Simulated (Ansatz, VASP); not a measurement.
**One calculation of Ge, two programs**

INCAR

```
PREC = Accurate
ENCUT = 520
EDIFF = 1E-7
ISMEAR = 0
SIGMA = 0.15
LREAL = F
LASPH = T
NELM = 60
ALGO = Normal
ISIF = 2
LWAVE = F
LCHARG = T
GGA = PS
LELF = T
LVHAR = T
NBANDS = 21
```

File KPOINTS:

```
Automatic mesh
0
Gamma
  16 16 16
```

Contents of POSCAR:

```
Ge
1.0
    0.0000000000      2.9862396827      2.5383037303
    2.9862396827      0.0000000000      2.5383037303
    2.9862396827      2.9862396827      0.0000000000
Ge
2
Direct
    0.5000000000      0.5000000000      0.5000000000
    0.7500000000      0.7500000000      0.7500000000
```

Input for Ansatz:

```yaml
crystal:
  lattice:
    - [0.0, 2.9862396827, 2.5383037303]
    - [2.9862396827, 0.0, 2.5383037303]
    - [2.9862396827, 2.9862396827, 0.0]
  atoms:
    - { symbol: Ge, position: [0.5, 0.5, 0.5] }
    - { symbol: Ge, position: [0.75, 0.75, 0.75] }
basis:
  ecutwfc: 420
kpoints:
  mp_grid: { grid: [16, 16, 16] }
hamiltonian:
  xc: pbesol
scf:
  occupations: { method: gaussian, width: 0.15 }
output:
  forces: true
  stress: true
  eigenvalues: true
```

Alike in both runs: task single point; functional PBEsol; k mesh 16 × 16 × 16; occupations gaussian, width 0.15 eV; no spin polarisation.

|  | VASP | Ansatz |
| --- | --- | --- |
| version | VASP 6.6.1 | Ansatz 0.2.0 |
| potentials or method | VASP PAW PBE potentials, release 64 (Ge_d), cutoff 520 eV | scalar-relativistic, plane waves, PAW |
| valence electrons in the cell | 28 | 28 |

|  | VASP | Ansatz | Ansatz less VASP |
| --- | --- | --- | --- |
| gap on the k mesh at the Fermi level (eV) | none | none | - |
| pressure (GPa) | 0.2 | 0.2 | +0.06 |
| traceless stress, the component that is largest in VASP (GPa) | 4.77 | 4.75 | -0.024 |

VASP's potentials were made for PBE, not for PBEsol. A gap of «none» marks a metal or a gap that the smearing closes. The functional is the same, so the differences come from potentials, cutoffs and numerics.
